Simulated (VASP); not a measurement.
Input of a VASP 6.6.1 run:

POSCAR

```
WC
1.0
    2.9572787999      0.0000000000      0.0000000000
   -1.4786393999      2.5610787335      0.0000000000
    0.0000000000      0.0000000000      2.8861575929
W C
1 1
Direct
    0.0000000000      0.0000000000      0.0000000000
    0.6666666667      0.3333333333      0.5000000000
```

The input INCAR.step1:

```
PREC     = Accurate       # precision mode
ENCUT    = 520            # plane-wave cutoff, eV
ISMEAR   = -1             # smearing method
SIGMA    = 0.15           # smearing width, eV
LREAL    = F              # projectors in reciprocal space
LASPH    = T              # aspherical terms in the spheres
NELM     = 60             # most SCF steps
NBANDS   = 16             # bands
GGA      = PE             # functional
ALGO     = Normal         # electronic algorithm
EDIFF    = 1E-4           # SCF threshold, eV
LWAVE    = T              # write WAVECAR
LCHARG   = F              # write CHGCAR
```

The input INCAR.step2:

```
PREC     = Accurate       # precision mode
ENCUT    = 520            # plane-wave cutoff, eV
EDIFF    = 1E-6           # SCF threshold, eV
ISMEAR   = -1             # smearing method
SIGMA    = 0.15           # smearing width, eV
LREAL    = F              # projectors in reciprocal space
LASPH    = T              # aspherical terms in the spheres
NELM     = 60             # most SCF steps
ALGO     = Normal         # electronic algorithm
ISIF     = 2              # what is computed and relaxed
LWAVE    = F              # write WAVECAR
LCHARG   = F              # write CHGCAR
METAGGA  = R2SCAN         # meta-GGA
LMIXTAU  = T            
NBANDS   = 16             # bands
ISTART   = 1
```

File KPOINTS:

```
regular mesh
0
Gamma
  11 11 10
```

Potentials or basis: VASP PAW PBE potentials, release 64 (W_sv, C).

The run is started by

```sh
$ cat potpaw_PBE.64/W_sv/POTCAR potpaw_PBE.64/C/POTCAR > POTCAR
$ cp INCAR.step1 INCAR
$ mpirun -np 1 vasp_std > vasp.out
$ cp INCAR.step2 INCAR
$ mpirun -np 1 vasp_std > vasp.out
```

Q: What does it give for the pressure?

A: -16.2 GPa.

Q: What does it give for the band gap on the k mesh?

A: Zero (band 9 reaches 10.89 eV, above the bottom of band 10 at 9.72 eV).

Stress tensor (GPa, compression positive):
```
-14.65   0.00   0.00
  0.00 -14.65   0.00
  0.00   0.00 -19.18
```

Caveat: the PAW data sets were made with another functional, which shifts forces and pressure a little; spin-orbit coupling is left out, which moves the levels of the heavy elements.
